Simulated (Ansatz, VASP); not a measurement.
# Two plane-wave programs on YGe

INCAR

```
SYSTEM = YGe
PREC = Accurate ; ENCUT = 520
EDIFF = 1E-6 ; ISMEAR = 0
SIGMA = 0.15 ; LREAL = .FALSE.
LASPH = .TRUE. ; NELM = 80
ALGO = Normal ; ISIF = 2
LWAVE = .FALSE. ; LCHARG = .FALSE.
NBANDS = 33
```

File KPOINTS:

```
Automatic mesh
0
G
  7 7 7
  0 0 0
```

The input POSCAR:

```
YGe
1.0
    5.7739300000      0.0000000000      0.0000000000
   -4.1857294375      3.9771769788      0.0000000000
    0.0000000000      0.0000000000      3.9545990000
Y Ge
2 2
Direct
    0.1386060000      0.8613940000      0.2500000000
    0.8613940000      0.1386060000      0.7500000000
    0.4156180000      0.5843820000      0.2500000000
    0.5843820000      0.4156180000      0.7500000000
```

Input for Ansatz:

```yaml
crystal:
  lattice:
    a: 5.77393
    b: 5.77393
    c: 3.954599
    alpha: 90.0
    beta: 90.0
    gamma: 136.46352
  atoms:
    - { symbol: "Y", position: [0.138606, 0.861394, 0.25] }
    - { symbol: "Y", position: [0.861394, 0.138606, 0.75] }
    - { symbol: Ge, position: [0.415618, 0.584382, 0.25] }
    - { symbol: Ge, position: [0.584382, 0.415618, 0.75] }
kpoints:
  mp_grid:
    grid: [7, 7, 7]
    shift: [0.0, 0.0, 0.0]
hamiltonian:
  xc: lda
scf:
  algorithm: direct_min
  convergence:
    dr2_threshold: 1.0e-09
  lower_state_search: "off"
  occupations:
    method: gaussian
    width: 0.15
  eigensolver:
    kind: davidson
    mixed_precision: false
output:
  forces: true
  stress: true
```

Alike in both runs: task single point; functional LDA; k mesh 7 × 7 × 7; occupations gaussian, width 0.15 eV; no spin polarisation.

```csv
,VASP,Ansatz
version,VASP 6.6.1,Ansatz 0.2.0
potentials or method,"VASP PAW LDA potentials, release 64 (Y_sv, Ge_d)","plane waves, PAW"
plane-wave cutoff (eV),520,420
valence electrons in the cell,50,50
```

|  | VASP | Ansatz | Ansatz less VASP |
| --- | --- | --- | --- |
| gap on the k mesh at the Fermi level (eV) | none | none | - |
| pressure (GPa) | -4.7 | -4.8 | -0.11 |
| traceless stress, the component that is largest in VASP (GPa) | 0.26 | 0.26 | +0.001 |
| rms of the force components (eV/Å) | 0.035 | 0.036 | 0.0000 |

LDA's correlation is that of Perdew and Zunger in VASP and of Perdew and Wang (1992) in Ansatz. Atom by atom the forces differ by 0.001 eV/Å (rms over components). A gap of «none» marks a metal or a gap that the smearing closes. Ansatz's warnings: stress scf threshold loose.
